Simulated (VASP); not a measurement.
# CuI (F-43m) in VASP: further runs, part 2 of 2

VASP 6.6.1. The steps go on from the part before.

### 3 Single point, PBEsol

This run uses another cell than the first one, of 25.26 Å³/atom.

INCAR reads:

```
ALGO = Normal
EDIFF = 1E-6
ENCUT = 520
GGA = PS
ISIF = 2
ISMEAR = 0
LASPH = T
LCHARG = F
LREAL = F
LWAVE = F
NBANDS = 16
NELM = 100
PREC = Accurate
SIGMA = 0.01
```

KPOINTS reads:

```
k-points
0
Gamma
  6 6 6
```

POSCAR reads:

```
CuI
1.0
    0.0000000000      2.9340139280      2.9340139280
    2.9340139280      0.0000000000      2.9340139280
    2.9340139280      2.9340139280      0.0000000000
Cu I
1 1
Direct
    0.7500000000      0.7500000000      0.7500000000
    0.0000000000      0.0000000000      0.0000000000
```

Potentials or basis: VASP PAW PBE potentials, release 64 (Cu, I).

Started as:

```console
cat potpaw_PBE.64/Cu/POTCAR potpaw_PBE.64/I/POTCAR > POTCAR
mpirun -np 1 vasp_std > vasp.out
```

OUTCAR:

```text
EDIFF = 1E-6
   ENCUT = 520
   GGA = PS
   ISIF = 2
   ISMEAR = 0
   LASPH = T
   LREAL = F
   NELM = 100
   PREC = Accurate

 ion  position               nearest neighbor table
   1  0.750  0.750  0.750-   2 2.54   2 2.54   2 2.54   2 2.54
   2  0.000  0.000  0.000-   1 2.54   1 2.54   1 2.54   1 2.54

  LATTYP: Found a face centered cubic cell.
 ALAT       =     5.8680278560

  Lattice vectors:

 A1 = (   0.0000000000,   2.9340139280,   2.9340139280)
 A2 = (   2.9340139280,   0.0000000000,   2.9340139280)
 A3 = (   2.9340139280,   2.9340139280,   0.0000000000)

Analysis of symmetry for initial positions (statically):
=====================================================================
 Subroutine PRICEL returns:
 Original cell was already a primitive cell.

 Routine SETGRP: Setting up the symmetry group for a
 face centered cubic supercell.

 Subroutine GETGRP returns: Found 24 space group operations
 (whereof 24 operations were pure point group operations)
 out of a pool of 48 trial point group operations.

The static configuration has the point symmetry T_d .

Analysis of symmetry for dynamics (positions and initial velocities):
[... 150 lines left out ...]
 E-fermi :   5.4447     XC(G=0):  -9.5971

 val. band max:        5.4001499643   @ k =   0.0000   0.0000   0.0000
 cond. band min:       6.7039618905   @ k =   0.0000   0.0000   0.0000
 fundamental gap:      1.3038119262
 Fermi energy:         5.4447328122

 k-point     1 :       0.0000    0.0000    0.0000
  band No.  band energies     occupation
      1      -9.1818      2.00000
      2       1.2758      2.00000
      3       1.2758      2.00000
      4       1.2758      2.00000
      5       3.0795      2.00000
      6       3.0795      2.00000
[... 281 lines left out ...]
      3       0.6070      2.00000
      4       1.1470      2.00000
      5       2.9960      2.00000
      6       3.0274      2.00000
[... 8 lines left out ...]
     15      17.3406      0.00000
     16      17.8002      0.00000

------------------------ aborting loop because EDIFF is reached ----------------------------------------

  FORCE on cell =-STRESS in cart. coord.  units (eV):
  Direction    XX          YY          ZZ          XY          YZ          ZX
  --------------------------------------------------------------------------------------
  -------------------------------------------------------------------------------------
  Total        0.7685335      0.7685335      0.7685335     -0.0000000      0.0000000     -0.0000000
  in kB       24.3756863     24.3756863     24.3756863     -0.0000000      0.0000000     -0.0000000
  external PRESSURE =      24.3756863 kB  Pullay stress =       0.0000000 kB

 VOLUME and BASIS-vectors are now :
 -----------------------------------------------------------------------------
  energy-cutoff  :      520.00
  volume of cell :       50.51
      direct lattice vectors                 reciprocal lattice vectors
     0.000000000  2.934013928  2.934013928    -0.170415006  0.170415006  0.170415006
     2.934013928  0.000000000  2.934013928     0.170415006 -0.170415006  0.170415006
     2.934013928  2.934013928  0.000000000     0.170415006  0.170415006 -0.170415006

 POSITION                                       TOTAL-FORCE (eV/Angst)
 -----------------------------------------------------------------------------------
      4.40102      4.40102      4.40102        -0.000000     -0.000000     -0.000000
      0.00000      0.00000      0.00000         0.000000      0.000000      0.000000
 -----------------------------------------------------------------------------------
    total drift:                               -0.000000     -0.000000     -0.000000

  FREE ENERGIE OF THE ION-ELECTRON SYSTEM (eV)
  ---------------------------------------------------
  free  energy   TOTEN  =        -6.3045575563 eV

  energy  without entropy=       -6.3045575563  energy(sigma->0) =       -6.30455756
```

Wall time 25 s (1 thread of Intel Xeon 8259CL, shared host); peak memory 0.18 GiB.

Results:

| Item | Value |
| --- | --- |
| Free energy | -6.3046 eV |
| Pressure | 2.4 GPa |
| Band gap on the k mesh | 1.30 eV |

Levels at points of the mesh, in eV from the valence-band top:
```tsv
k point	band 5	band 6	band 7	band 8	band 9	band 10	band 11	band 12	band 13	band 14
(0.00, 0.00, 0.00)	-2.32	-2.32	0.00	0.00	0.00	1.30	4.71	4.71	4.71	8.17
(0.50, 0.00, 0.00)	-2.29	-2.29	-2.24	-0.89	-0.89	2.16	5.28	5.28	7.36	9.46
(0.50, 0.50, 0.00)	-2.38	-2.24	-2.22	-1.89	-1.89	2.40	2.77	9.79	10.23	10.23
```

Caveat: the PAW data sets were made with another functional, which shifts forces and pressure a little; spin-orbit coupling is left out, which moves the levels of the heavy elements.

### 4 Single point, PBEsol

This run uses another cell than the first one, of 24.48 Å³/atom.

INCAR reads:

```
SYSTEM = CuI
ALGO     = Normal         ! electronic algorithm
EDIFF    = 1E-6           ! SCF threshold, eV
ENCUT    = 520            ! plane-wave cutoff, eV
GGA      = PS             ! functional
ISIF     = 2              ! what is computed and relaxed
ISMEAR   = 0              ! smearing method
LASPH    = .True.         ! aspherical terms in the spheres
LCHARG   = .False.        ! write CHGCAR
LREAL    = .False.        ! projectors in reciprocal space
LWAVE    = .False.        ! write WAVECAR
NBANDS   = 16             ! bands
NELM     = 100            ! most SCF steps
PREC     = Accurate       ! precision mode
SIGMA    = 0.01           ! smearing width, eV
```

KPOINTS reads:

```
k-points
0
Gamma
  6 6 6
  0 0 0
```

POSCAR reads:

```
CuI
1.0
    0.0000000000      2.9036392044      2.9036392044
    2.9036392044      0.0000000000      2.9036392044
    2.9036392044      2.9036392044      0.0000000000
Cu I
1 1
Direct
    0.7500000000      0.7500000000      0.7500000000
    0.0000000000      0.0000000000      0.0000000000
```

Started as:

```console
cat potpaw_PBE.64/Cu/POTCAR potpaw_PBE.64/I/POTCAR > POTCAR
mpirun -np 1 vasp_std > vasp.out
```

It took 25 s on 1 thread of Intel Xeon 8259CL, shared host; peak memory 0.18 GiB.

Results (log left out):

- Free energy: -6.2742 eV
- Pressure: 4.4 GPa
- Band gap on the k mesh: 1.40 eV

Levels at points of the mesh, in eV from the valence-band top:
| k point | band 5 | band 6 | band 7 | band 8 | band 9 | band 10 | band 11 | band 12 | band 13 | band 14 |
| --- | --- | --- | --- | --- | --- | --- | --- | --- | --- | --- |
| (0.00, 0.00, 0.00) | -2.48 | -2.48 | 0.00 | 0.00 | 0.00 | 1.40 | 4.67 | 4.67 | 4.67 | 8.20 |
| (0.50, 0.00, 0.00) | -2.45 | -2.45 | -2.39 | -0.95 | -0.95 | 2.18 | 5.25 | 5.25 | 7.37 | 9.63 |
| (0.50, 0.50, 0.00) | -2.54 | -2.39 | -2.38 | -2.03 | -2.03 | 2.32 | 2.73 | 10.04 | 10.40 | 10.40 |

Caveat: the cell stands under pressure; the PAW data sets were made with another functional, which shifts forces and pressure a little; spin-orbit coupling is left out, which moves the levels of the heavy elements.

### 5 Single point, PBEsol

This run uses another cell than the first one, of 25.70 Å³/atom.

INCAR reads:

```
SYSTEM = CuI
  PREC = Accurate
  ENCUT = 520
  EDIFF = 1E-7
  ISMEAR = 0
  SIGMA = 0.01
  LREAL = .False.
  LASPH = .True.
  NELM = 60
  ALGO = Normal
  ISIF = 2
  LWAVE = .False.
  LCHARG = .False.
  GGA = PS
  NBANDS = 16
```

KPOINTS reads:

```
Automatic mesh
0
Gamma
  6 6 6
  0 0 0
```

POSCAR reads:

```
CuI
1.0
    0.0000000000      2.9511667691      2.9511667691
    2.9511667691      0.0000000000      2.9511667691
    2.9511667691      2.9511667691      0.0000000000
Cu I
1 1
Direct
    0.7500000000      0.7500000000      0.7500000000
    0.0000000000      0.0000000000      0.0000000000
```

Started as:

```console
cat potpaw_PBE.64/Cu/POTCAR potpaw_PBE.64/I/POTCAR > POTCAR
mpirun -np 1 vasp_std > vasp.out
```

It took 36 s on 1 thread of Intel Xeon 8259CL, shared host; peak memory 0.18 GiB.

The run converged. Its results:

```yaml
Free_energy: -6.3137 eV
Pressure: 1.1 GPa
Band_gap_on_the_k_mesh: 1.25 eV
```

Levels at points of the mesh, in eV from the valence-band top:
```
           k point  band 6  band 7  band 8  band 9  band 10  band 11  band 12  band 13
(0.00, 0.00, 0.00)   -2.23    0.00    0.00    0.00     1.25     4.73     4.73     4.73
(0.50, 0.00, 0.00)   -2.20   -2.15   -0.85   -0.85     2.14     5.30     5.30     7.35
(0.50, 0.50, 0.00)   -2.16   -2.14   -1.82   -1.82     2.43     2.79     9.66    10.13
```

Caveat: the PAW data sets were made with another functional, which shifts forces and pressure a little; spin-orbit coupling is left out, which moves the levels of the heavy elements.

### 6 The runs side by side

```csv
cell,gap on the mesh (eV),pressure (GPa)
"a = 4.053 Å, angles 60.0°, 2 atoms",1.53,7.5
"a = 4.149 Å, angles 60.0°, 2 atoms",1.30,2.4
"a = 4.106 Å, angles 60.0°, 2 atoms",1.40,4.4
"a = 4.174 Å, angles 60.0°, 2 atoms",1.25,1.1
```

Alike in all rows: task single point; level PBEsol; potentials or basis VASP PAW PBE potentials, release 64 (Cu, I); no spin polarisation; k mesh 6 × 6 × 6; cutoff (eV) 520; smearing gaussian 0.01 eV.

Caveats: the PAW data sets were made with another functional, which shifts forces and pressure a little; spin-orbit coupling is left out, which moves the levels of the heavy elements; the cell stands under pressure (at least some runs).

Total energies depend on the potentials used, so only differences within one code and one set of settings carry meaning.
